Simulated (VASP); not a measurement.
# Au (I4/mmm) in VASP: notebook, part 2 of 2

VASP 6.6.1. The steps go on from the part before.

### 4 Single point, r2SCAN (strain -0.025 along x and y, -0.050 along z)

POSCAR reads:

```
Au
1.0
   -1.6158372750      1.6158372750      1.5744055500
    1.6158372750     -1.6158372750      1.5744055500
    1.6158372750      1.6158372750     -1.5744055500
Au
1
Direct
    0.0000000000      0.0000000000      0.0000000000
```

INCAR.step1 reads:

```
SYSTEM = Au
ALGO = Normal ; EDIFF = 1E-4
ENCUT = 520 ; GGA = PE
ISMEAR = 0 ; LASPH = .TRUE.
LCHARG = .FALSE. ; LREAL = .FALSE.
LWAVE = .TRUE. ; NBANDS = 12
NELM = 60 ; PREC = Accurate
SIGMA = 0.15
```

INCAR.step2 reads:

```
SYSTEM = Au
ALGO = Normal ; EDIFF = 1E-7
ENCUT = 520 ; ISIF = 2
ISMEAR = 0 ; ISTART = 1
LASPH = .TRUE. ; LCHARG = .TRUE.
LELF = .TRUE. ; LMIXTAU = .TRUE.
LREAL = .FALSE. ; LVHAR = .TRUE.
LWAVE = .FALSE. ; METAGGA = R2SCAN
NBANDS = 12 ; NELM = 60
PREC = Accurate ; SIGMA = 0.15
```

KPOINTS reads:

```
k-points
0
G
  20 20 20
  0 0 0
```

Potentials or basis: VASP PAW PBE potentials, release 64 (Au).

On the command line:

```
$ cat potpaw_PBE.64/Au/POTCAR > POTCAR
$ cp INCAR.step1 INCAR
$ mpirun -np 1 vasp_std > vasp.out
$ cp INCAR.step2 INCAR
$ mpirun -np 1 vasp_std > vasp.out
```

OUTCAR:

```text
SYSTEM = Au
   EDIFF = 1E-7
   ENCUT = 520
   ISIF = 2
   ISMEAR = 0
   ISTART = 1
   LASPH = .TRUE.
   LREAL = .FALSE.
   METAGGA = R2SCAN
   NELM = 60
   PREC = Accurate

 ion  position               nearest neighbor table
   1  0.000  0.000  0.000-

  LATTYP: Found a body centered tetragonal cell.
 ALAT       =     3.2316745500
 C/A-ratio  =     0.9743589744

  Lattice vectors:

 A1 = (  -1.6158372750,   1.6158372750,   1.5744055500)
 A2 = (   1.6158372750,  -1.6158372750,   1.5744055500)
 A3 = (   1.6158372750,   1.6158372750,  -1.5744055500)

Analysis of symmetry for initial positions (statically):
=====================================================================
 Subroutine PRICEL returns:
 Original cell was already a primitive cell.

 Routine SETGRP: Setting up the symmetry group for a
 body centered tetragonal supercell.

 Subroutine GETGRP returns: Found 16 space group operations
 (whereof 16 operations were pure point group operations)
 out of a pool of 16 trial point group operations.

The static configuration has the point symmetry D_4h.

Analysis of symmetry for dynamics (positions and initial velocities):
=====================================================================
 Subroutine PRICEL returns:
 Original cell was already a primitive cell.

 Routine SETGRP: Setting up the symmetry group for a
 body centered tetragonal supercell.

 Subroutine GETGRP returns: Found 16 space group operations
 (whereof 16 operations were pure point group operations)
 out of a pool of 16 trial point group operations.

The dynamic configuration has the point symmetry D_4h.

 Subroutine INISYM returns: Found 16 space group operations
 (whereof 16 operations are pure point group operations),
 and found     1 'primitive' translations

----------------------------------------------------------------------------------------

                                     Primitive cell

  volume of cell :      16.4427

  direct lattice vectors                    reciprocal lattice vectors
    -1.615837275  1.615837275  1.574405550     0.000000000  0.309437100  0.317580181
     1.615837275 -1.615837275  1.574405550     0.309437100  0.000000000  0.317580181
     1.615837275  1.615837275 -1.574405550     0.309437100  0.309437100  0.000000000

  length of vectors
     2.774997844  2.774997844  2.774997844     0.443405560  0.443405560  0.437610143

  position of ions in fractional coordinates (direct lattice)
     0.000000000  0.000000000  0.000000000

  ion indices of the primitive-cell ions
   primitive index   ion index
                 1           1

----------------------------------------------------------------------------------------

 KPOINTS: k-points

Automatic generation of k-mesh.
 Grid dimensions read from file:
 generate k-points for:   20   20   20

 Generating k-lattice:

  Cartesian coordinates                     Fractional coordinates (reciprocal lattice)
     0.000000000  0.015471855  0.015879009     0.050000000  0.000000000 -0.000000000
     0.015471855  0.000000000  0.015879009     0.000000000  0.050000000 -0.000000000
     0.015471855  0.015471855  0.000000000     0.000000000  0.000000000  0.050000000

  Length of vectors
     0.022170278  0.022170278  0.021880507

  Shift w.r.t. Gamma in fractional coordinates (k-lattice)
     0.000000000  0.000000000  0.000000000

 Subroutine IBZKPT returns following result:
 ===========================================

 Found    641 irreducible k-points:

 Following reciprocal coordinates:
            Coordinates               Weight
  0.000000  0.000000  0.000000      1.000000
  0.050000 -0.000000  0.000000      8.000000
  0.100000 -0.000000  0.000000      8.000000
  0.150000 -0.000000  0.000000      8.000000
  0.200000 -0.000000  0.000000      8.000000
  0.250000 -0.000000  0.000000      8.000000
[... 16 lines left out ...]
 -0.400000  0.050000  0.000000     16.000000
 -0.350000  0.050000  0.000000     16.000000
 [... further k-points ...]
   k-points           NKPTS =    641   k-points in BZ     NKDIM =    641   number of bands    NBANDS=     12
   number of dos      NEDOS =    301   number of ions     NIONS =      1
   total plane-waves  NPLWV =  13824
   dimension x,y,z NGX =    24 NGY =   24 NGZ =   24
   dimension x,y,z NGXF=    48 NGYF=   48 NGZF=   48
   ions per type =               1
   NGX,Y,Z   is equivalent  to a cutoff of  14.38, 14.38, 14.38 a.u.
   NGXF,Y,Z  is equivalent  to a cutoff of  28.76, 28.76, 28.76 a.u.
 SYSTEM =  Au
   PREC   = accura    normal or accurate (medium, high low for compatibility)
   ISTART =      1    job   : 0-new  1-cont  2-samecut
   ICHARG =      0    charge: 1-file 2-atom 10-const
   ISPIN  =      1    spin polarized calculation?
   LNONCOLLINEAR =      F non collinear calculations
   LSORBIT =      F    spin-orbit coupling
   LASPH  =      T    aspherical Exc in radial PAW
   ENCUT  =  520.0 eV  38.22 Ry    6.18 a.u.   5.16  5.16  5.16*2*pi/ulx,y,z
   NELM   =     60;   NELMIN=  2; NELMDL=  0     # of ELM steps
   EDIFF  = 0.1E-06   stopping-criterion for ELM
   LREAL  =      F    real-space projection
   EDIFFG = 0.1E-05   stopping-criterion for IOM
   NSW    =      0    number of steps for IOM
   IBRION =     -1    ionic relax: 0-MD 1-quasi-New 2-CG
   NFREE  =      0    steps in history (QN), initial steepest desc. (CG)
   ISIF   =      2    stress and relaxation
   ISYM   =      2    0-nonsym 1-usesym 2-fastsym
   POTIM  = 0.5000    time-step for ionic-motion
   TEBEG  =    0.0;   TEEND  =   0.0 temperature during run
   PSTRESS=    0.0 pullay stress
   NELECT =      11.0000    total number of electrons
   NUPDOWN=      -1.0000    fix difference up-down
   EMIN   =  10.00;   EMAX   =-10.00  energy-range for DOS
   EFERMI =   0.00;   METHOD = LEGACY
   ISMEAR =     0;   SIGMA  =   0.15  broadening in eV -4-tet -1-fermi 0-gaus
   EFERMI_NEDOS =   21; number of points for ismear=-14 and -15
   IALGO  =     38    algorithm
   IMIX   =      4    mixing-type and parameters
     AMIX     =   0.40;   BMIX     =  1.00
     AMIX_MAG =   1.60;   BMIX_MAG =  1.00
  volume/ion in A,a.u.               =      16.44       110.96
  Fermi-wavevector in a.u.,A,eV,Ry     =   1.431798  2.705706 27.892566  2.050046
  Thomas-Fermi vector in A             =   2.551495
   LORBIT       =      0    0 simple, 1 ext, 2 COOP (PROOUT), +10 PAW based schemes
   METAGGA = R2SCAN    functional components
   LHFCALC =     F    Hartree Fock is set to
   AEXX    =    0.0000 exact exchange contribution
   IVDW    =     0    specifies the selected vdW correction
   LEPSILON=     F    determine dielectric tensor
   LRPA    =     F    only Hartree local field effects (RPA)
 non-spin polarized calculation
 Gauss-broadening in eV      SIGMA  =   0.15
  energy-cutoff  :      520.00
  volume of cell :       16.44
 maximum number of plane-waves:       456
 NGX is ok and might be reduce to    24
   NGX = 11   NGY = 11   NGZ = 11

 number of electron      10.9999999 magnetization

 Free energy of the ion-electron system (eV)
  ---------------------------------------------------
  ext. energy  EPLUGINS =         0.00000000
  ---------------------------------------------------
  free energy    TOTEN  =       -50.53212599 eV

  energy without entropy =      -50.52992832  energy(sigma->0) =      -50.53102715

 E-fermi :  10.0089     XC(G=0): -13.8833

 val. band max:        9.9809736915   @ k =  -0.2500  -0.3000   0.1000
 cond. band min:      10.0193120096   @ k =   0.5000   0.4000   0.0000
 fundamental gap:      0.0383383181
 Fermi energy:        10.0089254021

 k-point     1 :       0.0000    0.0000    0.0000
  band No.  band energies     occupation
      1      -0.5452      2.00000
      2       4.4556      2.00000
      3       4.6446      2.00000
      4       4.6446      2.00000
      5       6.5618      2.00000
      6       6.7834      2.00000
      7      27.2015      0.00000
      8      27.2015      0.00000
      9      27.7159      0.00000
     10      35.6268      0.00000
     11      35.6268      0.00000
     12      36.5525      0.00000
[... 331 lines left out ...]
 k-point    24 :      -0.3500    0.0500    0.0000
  band No.  band energies     occupation
      1       2.0966      2.00000
      2       3.6493      2.00000
      3       5.4712      2.00000
      4       6.4857      2.00000
      5       6.8243      2.00000
      6       7.3204      2.00000
      7      19.7790      0.00000
      8      24.3885      0.00000
      9      26.8092      0.00000
     10      31.4081      0.00000
     11      32.5662      0.00000
     12      35.1095      0.00000

 [... further k-points ...]
[... 5 lines left out ...]
  --------------------------------------------------------------------------------------
  -------------------------------------------------------------------------------------
  Total        1.3221756      1.3221756      1.3255007      0.0000000      0.0000000      0.0000000
  in kB      128.8332200    128.8332200    129.1572182      0.0000000      0.0000000      0.0000000
  external PRESSURE =     128.9412194 kB  Pullay stress =       0.0000000 kB

 VOLUME and BASIS-vectors are now :
 -----------------------------------------------------------------------------
  energy-cutoff  :      520.00
  volume of cell :       16.44
      direct lattice vectors                 reciprocal lattice vectors
    -1.615837275  1.615837275  1.574405550     0.000000000  0.309437100  0.317580181
     1.615837275 -1.615837275  1.574405550     0.309437100  0.000000000  0.317580181
     1.615837275  1.615837275 -1.574405550     0.309437100  0.309437100  0.000000000

 POSITION                                       TOTAL-FORCE (eV/Angst)
 -----------------------------------------------------------------------------------
      0.00000      0.00000      0.00000        -0.000000      0.000000      0.000000
 -----------------------------------------------------------------------------------
    total drift:                                0.000000      0.000000     -0.000000

  FREE ENERGIE OF THE ION-ELECTRON SYSTEM (eV)
  ---------------------------------------------------
  free  energy   TOTEN  =       -50.5321259857 eV

  energy  without entropy=      -50.5299283218  energy(sigma->0) =      -50.53102715
```

Wall time 3.5 min (1 thread of Intel Xeon Platinum 8559C (Emerald Rapids), shared host); peak memory 0.25 GiB.

Results:

```
Free energy : -50.5321 eV
Pressure    : 12.9 GPa
```

Caveat: the cell differs from its parent crystal (strain -0.025 along x and y, -0.050 along z); the PAW data sets were made with another functional, which shifts forces and pressure a little; spin-orbit coupling is left out, which moves the levels of the heavy elements.

### 5 Single point, r2SCAN (strain +0.000 along x and y, +0.050 along z)

POSCAR reads:

```
Au
1.0
   -1.6572690000      1.6572690000      1.7401324500
    1.6572690000     -1.6572690000      1.7401324500
    1.6572690000      1.6572690000     -1.7401324500
Au
1
Direct
    0.0000000000      0.0000000000      0.0000000000
```

INCAR.step1 reads:

```
SYSTEM = Au
PREC = Accurate ; ENCUT = 520
ISMEAR = 0 ; SIGMA = 0.15
LREAL = .False. ; LASPH = .True.
NELM = 60 ; NBANDS = 12
GGA = PE ; ALGO = Normal
EDIFF = 1E-4 ; LWAVE = .True.
LCHARG = .False.
```

INCAR.step2 reads:

```
SYSTEM = Au
PREC = Accurate ; ENCUT = 520
EDIFF = 1E-6 ; ISMEAR = 0
SIGMA = 0.15 ; LREAL = .False.
LASPH = .True. ; NELM = 60
ALGO = Normal ; ISIF = 2
LWAVE = .False. ; LCHARG = .False.
METAGGA = R2SCAN ; LMIXTAU = .True.
NBANDS = 12 ; ISTART = 1
```

KPOINTS reads:

```
regular mesh
0
Gamma
  20 20 20
  0 0 0
```

Potentials or basis: VASP PAW PBE potentials, release 64 (Au).

On the command line:

```
$ cat potpaw_PBE.64/Au/POTCAR > POTCAR
$ cp INCAR.step1 INCAR
$ mpirun -np 1 vasp_std > vasp.out
$ cp INCAR.step2 INCAR
$ mpirun -np 1 vasp_std > vasp.out
```

OUTCAR:

```text
SYSTEM = Au
   PREC = Accurate
   ENCUT = 520
   EDIFF = 1E-6
   ISMEAR = 0
   LREAL = .False.
   LASPH = .True.
   NELM = 60
   ISIF = 2
   METAGGA = R2SCAN
   ISTART = 1

 ion  position               nearest neighbor table
   1  0.000  0.000  0.000-

  LATTYP: Found a body centered tetragonal cell.
 ALAT       =     3.3145380000
 C/A-ratio  =     1.0500000000

  Lattice vectors:

 A1 = (  -1.6572690000,   1.6572690000,   1.7401324500)
 A2 = (   1.6572690000,  -1.6572690000,   1.7401324500)
 A3 = (   1.6572690000,   1.6572690000,  -1.7401324500)

Analysis of symmetry for initial positions (statically):
=====================================================================
 Subroutine PRICEL returns:
 Original cell was already a primitive cell.

 Routine SETGRP: Setting up the symmetry group for a
 body centered tetragonal supercell.

 Subroutine GETGRP returns: Found 16 space group operations
 (whereof 16 operations were pure point group operations)
 out of a pool of 16 trial point group operations.

The static configuration has the point symmetry D_4h.

Analysis of symmetry for dynamics (positions and initial velocities):
=====================================================================
[... 163 lines left out ...]

 k-point     1 :       0.0000    0.0000    0.0000
  band No.  band energies     occupation
      1      -1.3359      2.00000
      2       2.9312      2.00000
      3       2.9312      2.00000
      4       3.1890      2.00000
      5       4.4825      2.00000
      6       4.7711      2.00000
      7      24.3619      0.00000
      8      25.1308      0.00000
      9      25.1308      0.00000
     10      29.8010      0.00000
     11      31.1929      0.00000
     12      31.1929      0.00000
[... 331 lines left out ...]
 k-point    24 :      -0.3500    0.0500    0.0000
  band No.  band energies     occupation
      1       0.9805      2.00000
      2       2.4291      2.00000
      3       3.8123      2.00000
      4       4.3303      2.00000
      5       4.7958      2.00000
      6       5.1543      2.00000
      7      15.9121      0.00000
      8      21.8743      0.00000
      9      23.3586      0.00000
     10      28.0281      0.00000
     11      28.8072      0.00000
     12      30.1619      0.00000

 [... further k-points ...]
[... 5 lines left out ...]
  --------------------------------------------------------------------------------------
  -------------------------------------------------------------------------------------
  Total       -1.1586999     -1.1586999     -1.1174000      0.0000000     -0.0000000      0.0000000
  in kB      -97.1076031    -97.1076031    -93.6463700      0.0000000     -0.0000000      0.0000000
  external PRESSURE =     -95.9538587 kB  Pullay stress =       0.0000000 kB

 VOLUME and BASIS-vectors are now :
 -----------------------------------------------------------------------------
  energy-cutoff  :      520.00
  volume of cell :       19.12
      direct lattice vectors                 reciprocal lattice vectors
    -1.657269000  1.657269000  1.740132450     0.000000000  0.301701172  0.287334450
     1.657269000 -1.657269000  1.740132450     0.301701172  0.000000000  0.287334450
     1.657269000  1.657269000 -1.740132450     0.301701172  0.301701172  0.000000000

 POSITION                                       TOTAL-FORCE (eV/Angst)
 -----------------------------------------------------------------------------------
      0.00000      0.00000      0.00000        -0.000000      0.000000      0.000000
 -----------------------------------------------------------------------------------
    total drift:                               -0.000000      0.000000     -0.000000

  FREE ENERGIE OF THE ION-ELECTRON SYSTEM (eV)
  ---------------------------------------------------
  free  energy   TOTEN  =       -50.5281186100 eV

  energy  without entropy=      -50.5236152550  energy(sigma->0) =      -50.52586693
```

OUTCAR.step1:

```text
SYSTEM = Au
   PREC = Accurate
   ENCUT = 520
   ISMEAR = 0
   LREAL = .False.
   LASPH = .True.
   NELM = 60
[... 578 lines left out ...]
 -----------------------------------------------------------------------------------
      0.00000      0.00000      0.00000         0.000000      0.000000     -0.000000
 -----------------------------------------------------------------------------------
    total drift:                               -0.000000      0.000000      0.000000

  FREE ENERGIE OF THE ION-ELECTRON SYSTEM (eV)
  ---------------------------------------------------
  free  energy   TOTEN  =        -3.1767725430 eV

  energy  without entropy=       -3.1723989290  energy(sigma->0) =       -3.17458574
```

OSZICAR.step1:

```text
N       E                     dE             d eps       ncg     rms          rms(c)
DAV:   1     0.487023802866E+02    0.48702E+02   -0.54795E+03 16024   0.803E+02
DAV:   2    -0.275521653842E+01   -0.51458E+02   -0.48402E+02 18188   0.181E+02
DAV:   3    -0.343919043970E+01   -0.68397E+00   -0.68330E+00 18280   0.203E+01
DAV:   4    -0.344160237108E+01   -0.24119E-02   -0.24118E-02 17484   0.139E+00
DAV:   5    -0.344162200146E+01   -0.19630E-04   -0.19630E-04 18072   0.121E-01    0.643E+00
DAV:   6    -0.318995619012E+01    0.25167E+00   -0.78785E-01 16384   0.686E+00    0.440E+00
DAV:   7    -0.317832970818E+01    0.11626E-01   -0.39001E-02 17792   0.156E+00    0.245E+00
DAV:   8    -0.317678540156E+01    0.15443E-02   -0.88959E-04 16704   0.250E-01    0.214E-01
DAV:   9    -0.317677254303E+01    0.12859E-04   -0.71213E-06  9336   0.227E-02
   1 F= -.31767725E+01 E0= -.31745857E+01  d E =-.437361E-02
```

It took 4.2 min on 1 thread of Intel Xeon Platinum 8375C at 2.90GHz (Ice Lake), shared host; peak memory 0.27 GiB.

What came out:

- Free energy: -50.5281 eV
- Pressure: -9.6 GPa

Stress tensor (GPa, compression positive):
```
-9.71  0.00  0.00
 0.00 -9.71  0.00
 0.00  0.00 -9.36
```

Levels at points of the mesh, in eV from the Fermi level:
```
           k point  band 4  band 5  band 6  band 7  band 8  band 9
(0.00, 0.00, 0.00)   -4.43   -3.14   -2.85   16.74   17.51   17.51
(0.50, 0.00, 0.00)   -2.81   -1.70   -0.12    2.84   13.14   13.96
(0.50, 0.50, 0.00)   -2.73   -1.63    0.13    3.21   12.39   12.89
(0.50, 0.50, 0.50)   -1.95   -1.95    5.56    6.91    6.91    8.57
```

Caveat: the cell differs from its parent crystal (strain +0.000 along x and y, +0.050 along z); the PAW data sets were made with another functional, which shifts forces and pressure a little; spin-orbit coupling is left out, which moves the levels of the heavy elements.

### 6 Overview

```tsv
cell	gap on the mesh (eV)	pressure (GPa)
a = 2.751 Å, angles 110.2, 110.2, 108.1°, 1 atom	none	19.2
a = 2.776 Å, angles 110.9, 110.9, 106.7°, 1 atom	none	13.1
a = 2.775 Å, angles 108.8, 108.8, 110.9°, 1 atom	none	12.9
a = 2.919 Å, angles 110.8, 110.8, 106.8°, 1 atom	none	-9.6
```

Alike in all rows: task single point; level r2SCAN; potentials or basis VASP PAW PBE potentials, release 64 (Au); no spin polarisation; k mesh 20 × 20 × 20; cutoff (eV) 520; smearing gaussian 0.15 eV.

Caveats: the PAW data sets were made with another functional, which shifts forces and pressure a little; spin-orbit coupling is left out, which moves the levels of the heavy elements.

Total energies depend on the potentials used, so only differences within one code and one set of settings carry meaning.
